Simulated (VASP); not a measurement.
A run of VASP 6.6.1 is set up as follows.

Contents of INCAR:

```
SYSTEM = TiB2
PREC     = Accurate       ! precision mode
ENCUT    = 520            ! plane-wave cutoff, eV
EDIFF    = 1E-7           ! SCF threshold, eV
ISMEAR   = 1              ! smearing method
SIGMA    = 0.05           ! smearing width, eV
LREAL    = .False.        ! projectors in reciprocal space
LASPH    = .True.         ! aspherical terms in the spheres
NELM     = 100            ! most SCF steps
ALGO     = Normal         ! electronic algorithm
ISIF     = 2              ! what is computed and relaxed
LWAVE    = .False.        ! write WAVECAR
LCHARG   = .False.        ! write CHGCAR
GGA      = PE             ! functional
NBANDS   = 16             ! bands
```

The input KPOINTS:

```
Automatic mesh
0
Gamma
  9 9 5
  0 0 0
```

Contents of POSCAR:

```
TiB2
1.0
    3.0178062116      0.0000000000      0.0000000000
   -1.5089031058      2.6134968429      0.0000000000
    0.0000000000      0.0000000000      3.1920236343
Ti B
1 2
Direct
    0.0000000000      0.0000000000      0.0000000000
    0.3333333333      0.6666666667      0.5000005009
    0.6666666667      0.3333333333      0.4999994991
```

Potentials or basis: VASP PAW PBE potentials, release 64 (Ti_sv, B).

Launch:

```console
$ cat potpaw_PBE.64/Ti_sv/POTCAR potpaw_PBE.64/B/POTCAR > POTCAR
$ mpirun -np 1 vasp_std > vasp.out
```

(1) Predict the pressure.

(2) Estimate the band gap on the k mesh.

## Answers

(1) 5.2 GPa.

(2) zero (bands 9 and 10 overlap by 0.09 eV).

Caveat: the k points lie up to 0.39 Å⁻¹ apart.
